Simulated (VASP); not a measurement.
Crystal: Zn.

```xyz
1
Lattice="-1.5609 1.5609 1.5609 1.5609 -1.5609 1.5609 1.5609 1.5609 -1.5609" Properties=species:S:1:pos:R:3 pbc="T T T"
Zn    0.0000    0.0000    0.0000
```

| Item | Value |
| --- | --- |
| Program | VASP 6.6.1 |
| Task | relaxation of cell and atoms |
| Functional | r2SCAN |
| Potentials or basis | VASP PAW PBE potentials, release 64 (Zn) |
| Cutoff | 600 eV |
| k mesh | 14 × 14 × 14 |
| Occupations | fermi-dirac, width 0.1 eV |
| Spin | no spin polarisation |

At the start: pressure -3.7 GPa; volume 15.21 Å³/atom.

How do energy, volume and symmetry change on relaxing?

Over 3 steps the energy falls by 9.8 meV/atom and the volume is 14.46 Å³/atom (-4.9 %); space group Im-3m (No. 229, to 0.05 Å).

The path:
```
step  energy change (eV)  largest force (eV/Å)  pressure (GPa)  volume (Å³)
   1              0.0000                0.0000           -3.72        15.21
   2             -0.0099                0.0000            0.11        14.45
   3             -0.0098                0.0000           -0.08        14.46
```

Final structure:
```cif
data_structure
_symmetry_space_group_name_H-M 'P 1'
_symmetry_Int_Tables_number 1
_cell_length_a 2.6584
_cell_length_b 2.6584
_cell_length_c 2.6584
_cell_angle_alpha 109.471
_cell_angle_beta 109.471
_cell_angle_gamma 109.471
_cell_volume 14.46
loop_
_atom_site_label
_atom_site_type_symbol
_atom_site_fract_x
_atom_site_fract_y
_atom_site_fract_z
_atom_site_occupancy
Zn1 Zn 0.00000 0.00000 0.00000 1
```

Caveat: the PAW data sets were made with another functional, which shifts forces and pressure a little.
